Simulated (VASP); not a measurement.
Here is a VASP 6.6.1 calculation.

File INCAR:

```
SYSTEM = Ta
PREC = Accurate
ENCUT = 520
EDIFF = 1E-6
ISMEAR = -1
SIGMA = 0.1
LREAL = .FALSE.
LASPH = .TRUE.
NELM = 100
ALGO = Normal
ISIF = 2
LWAVE = .FALSE.
LCHARG = .FALSE.
GGA = PE
NBANDS = 12
```

Contents of KPOINTS:

```
Automatic mesh
0
G
  22 22 22
  0 0 0
```

File POSCAR:

```
Ta
1.0
   -1.7038728551      1.7038728551      1.7038728551
    1.7038728551     -1.7038728551      1.7038728551
    1.7038728551      1.7038728551     -1.7038728551
Ta
1
Direct
    0.0000000000      0.0000000000      0.0000000000
```

Potentials or basis: VASP PAW PBE potentials, release 64 (Ta_pv).

Launch:

```bash
$ cat potpaw_PBE.64/Ta_pv/POTCAR > POTCAR
$ mpirun -np 1 vasp_std > vasp.out
```

Problem. Predict the pressure.

Solution. -13.0 GPa.
